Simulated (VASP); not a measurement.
# LiF (P6_3/mmc) in VASP: a series of runs, part 2 of 2

VASP 6.6.1. Earlier steps stand in the parts before.

**4. Single point, HSE06**

This run uses another cell than the first one, of 8.10 Å³/atom, 0.958 times its volume.

File POSCAR:

```
LiF
1.0
    2.7907312751      0.0000000000      0.0000000000
   -1.3953656376      2.4168441794      0.0000000000
    0.0000000000      0.0000000000      4.8057375894
Li F
2 2
Direct
    0.0000000000      0.0000000000      0.0000000000
    0.0000000000      0.0000000000      0.5000000000
    0.3333333333      0.6666666667      0.2500000000
    0.6666666667      0.3333333333      0.7500000000
```

File INCAR.step1:

```
SYSTEM = LiF
PREC = Accurate
ENCUT = 520
EDIFF = 1E-5
ISMEAR = -1
SIGMA = 0.02
LREAL = .False.
LASPH = .True.
NELM = 100
ALGO = Normal
ISIF = 2
LWAVE = .True.
LCHARG = .False.
NBANDS = 18
GGA = PE
```

File INCAR.step2:

```
SYSTEM = LiF
PREC = Accurate
ENCUT = 520
EDIFF = 1E-6
ISMEAR = -1
SIGMA = 0.02
LREAL = .False.
LASPH = .True.
NELM = 100
ALGO = Normal
ISIF = 2
LWAVE = .False.
LCHARG = .False.
GGA = PE
LHFCALC = .True.
HFSCREEN = 0.2079
PRECFOCK = Normal
NBANDS = 18
ISTART = 1
```

File KPOINTS:

```
Automatic mesh
0
Gamma
  6 6 4
  0 0 0
```

The run is started by

```
$ cat potpaw_PBE.64/Li_sv/POTCAR potpaw_PBE.64/F/POTCAR > POTCAR
$ cp INCAR.step1 INCAR
$ mpirun -np 1 vasp_std > vasp.out
$ cp INCAR.step2 INCAR
$ mpirun -np 1 vasp_std > vasp.out
```

Run time: 26 min. Hardware: 1 thread of Intel Xeon Platinum 8259CL at 2.50GHz (Skylake/Cascade Lake), shared host; peak memory 0.25 GiB.

The run converged. Its results:

```yaml
Free_energy: -22.5966 eV
Band_gap_on_the_k_mesh: 11.38 eV, direct
```

Levels at points of the mesh, in eV from the valence-band top:
| k point | band 7 | band 8 | band 9 | band 10 | band 11 | band 12 | band 13 | band 14 |
| --- | --- | --- | --- | --- | --- | --- | --- | --- |
| (0.00, 0.00, 0.00) | -0.19 | -0.19 | 0.00 | 0.00 | 11.38 | 13.11 | 18.98 | 22.52 |
| (0.50, 0.00, 0.00) | -1.95 | -1.00 | -0.71 | -0.32 | 13.49 | 17.51 | 18.19 | 18.74 |
| (0.00, 0.00, 0.50) | -0.09 | -0.09 | -0.09 | -0.09 | 12.72 | 12.72 | 19.68 | 19.68 |
| (0.50, 0.00, 0.50) | -0.97 | -0.97 | -0.67 | -0.67 | 15.02 | 15.02 | 19.08 | 19.08 |

Caveat: the k points lie up to 0.43 Å⁻¹ apart; the cutoff is under 1.25 times the usual one of these potentials, so pressure, stress and relaxed cells hold a basis-set (Pulay) error; the PAW data sets were made with another functional, which shifts forces and pressure a little. A k mesh can miss the band edges.

**5. Relaxation of cell and atoms, HSE06**

This run uses another cell than the first one, of 7.98 Å³/atom, 0.943 times its volume.

File POSCAR:

```
LiF
1.0
    2.7757075872      0.0000000000      0.0000000000
   -1.3878537936      2.4038332840      0.0000000000
    0.0000000000      0.0000000000      4.7826938694
Li F
2 2
Direct
    0.0000000000      0.0000000000      0.0000000000
    0.0000000000      0.0000000000      0.5000000000
    0.3333333333      0.6666666667      0.2500000000
    0.6666666667      0.3333333333      0.7500000000
```

File INCAR.step1:

```
PREC = Accurate
ENCUT = 600
EDIFF = 1E-5
ISMEAR = -1
SIGMA = 0.02
LREAL = F
LASPH = T
NELM = 100
ALGO = Normal
LWAVE = T
LCHARG = F
GGA = PE
NBANDS = 18
```

File INCAR.step2:

```
PREC = Accurate
ENCUT = 600
EDIFF = 1E-6
ISMEAR = -1
SIGMA = 0.02
LREAL = F
LASPH = T
NELM = 100
ALGO = Normal
ISIF = 3
LWAVE = F
LCHARG = F
GGA = PE
LHFCALC = T
HFSCREEN = 0.2079
PRECFOCK = Normal
IBRION = 2
NSW = 80
EDIFFG = -0.005
ISTART = 1
```

File KPOINTS:

```
Automatic mesh
0
Gamma
  6 6 4
```

The run is started by

```
$ cat potpaw_PBE.64/Li_sv/POTCAR potpaw_PBE.64/F/POTCAR > POTCAR
$ cp INCAR.step1 INCAR
$ mpirun -np 1 vasp_std > vasp.out
$ cp INCAR.step2 INCAR
$ mpirun -np 1 vasp_std > vasp.out
```

Run time: 38 min. Hardware: 1 thread of Intel Xeon 6975P-C (Granite Rapids), shared host; peak memory 0.26 GiB.

Results (log left out):

| Quantity | Value |
| --- | --- |
| Free energy | -22.5993 eV |
| Relaxed volume | 8.05 Å³/atom |
| Relaxed cell | a = 2.784 Å, b = 2.784 Å, c = 4.796 Å, α = 90.00°, β = 90.00°, γ = 120.00° |
| Space group after relaxing (to 0.05 Å) | P6_3/mmc (No. 194) |
| Energy gained by relaxing | 0.1 meV/atom |
| Ionic steps | 4 |
| Pressure after relaxing | -0.1 GPa |
| Band gap on the k mesh | 11.44 eV, direct |

Step by step:
| step | energy change (eV) | largest force (eV/Å) | pressure (GPa) | volume (Å³) |
| --- | --- | --- | --- | --- |
| 1 | 0.0000 | 0.0000 | 0.60 | 31.91 |
| 2 | -0.0004 | 0.0000 | 0.35 | 32.05 |
| 3 | -0.0005 | 0.0000 | -0.12 | 32.25 |
| 4 | -0.0005 | 0.0000 | -0.05 | 32.20 |

Final structure:
```
Li F
1.0
     2.78423    0.00000    0.00000
    -1.39212    2.41121    0.00000
     0.00000    0.00000    4.79584
Li F
2 2
Direct
  0.00000 0.00000 0.00000
  0.00000 0.00000 0.50000
  0.33333 0.66667 0.25000
  0.66667 0.33333 0.75000
```

Levels at points of the mesh, in eV from the valence-band top:
```
           k point  band 7  band 8  band 9  band 10  band 11  band 12  band 13  band 14
(0.00, 0.00, 0.00)   -0.19   -0.19    0.00     0.00    11.44    13.16    19.06    22.59
(0.50, 0.00, 0.00)   -1.97   -1.01   -0.72    -0.32    13.54    17.56    18.25    18.80
(0.00, 0.00, 0.50)   -0.09   -0.09   -0.09    -0.09    12.78    12.78    19.74    19.74
(0.50, 0.00, 0.50)   -0.98   -0.98   -0.68    -0.68    15.07    15.07    19.16    19.16
```

Caveat: the k points lie up to 0.43 Å⁻¹ apart in the final cell; the cutoff is under 1.25 times the usual one of these potentials, so pressure, stress and relaxed cells hold a basis-set (Pulay) error; the PAW data sets were made with another functional, which shifts forces and pressure a little.

**6. The runs side by side**

| task | level | cell | k mesh | cutoff (eV) | grid for exact exchange (PRECFOCK) | screening parameter | gap on the mesh (eV) | pressure (GPa) | relaxed volume (Å³/atom) |
| --- | --- | --- | --- | --- | --- | --- | --- | --- | --- |
| single point | PBE | a = 2.830, b = 2.830, c = 4.877 Å, angles 90.0, 90.0, 120.0°, 4 atoms | 12 × 12 × 6 | 520 | - | - | 8.71 | - | - |
| relaxation of cell and atoms | PBE | relaxed from a = 2.384, b = 2.384, c = 3.886 Å, angles 90.0, 90.0, 120.0°, 4 atoms | 12 × 12 × 6 | 600 | - | - | 9.64 | 0.0 | 7.81 |
| single point | HSE06 | a = 2.791, b = 2.791, c = 4.806 Å, angles 90.0, 90.0, 120.0°, 4 atoms | 6 × 6 × 4 | 520 | Normal | 0.2079 1/Å | 11.38 | - | - |
| relaxation of cell and atoms | HSE06 | relaxed from a = 2.776, b = 2.776, c = 4.783 Å, angles 90.0, 90.0, 120.0°, 4 atoms | 6 × 6 × 4 | 600 | Normal | 0.2079 1/Å | 11.44 | -0.1 | 8.05 |

Alike in all rows: potentials or basis VASP PAW PBE potentials, release 64 (Li_sv, F); no spin polarisation; smearing fermi-dirac 0.02 eV.

Caveats: some runs use coarse meshes; the cutoff is under 1.25 times the usual one of these potentials, so pressure, stress and relaxed cells hold a basis-set (Pulay) error; the PAW data sets were made with another functional, which shifts forces and pressure a little (some runs); the volume moved by over 15 % at a fixed basis, so the end points are rough (some runs).

Absolute energies hang on the potentials; compare differences alone.
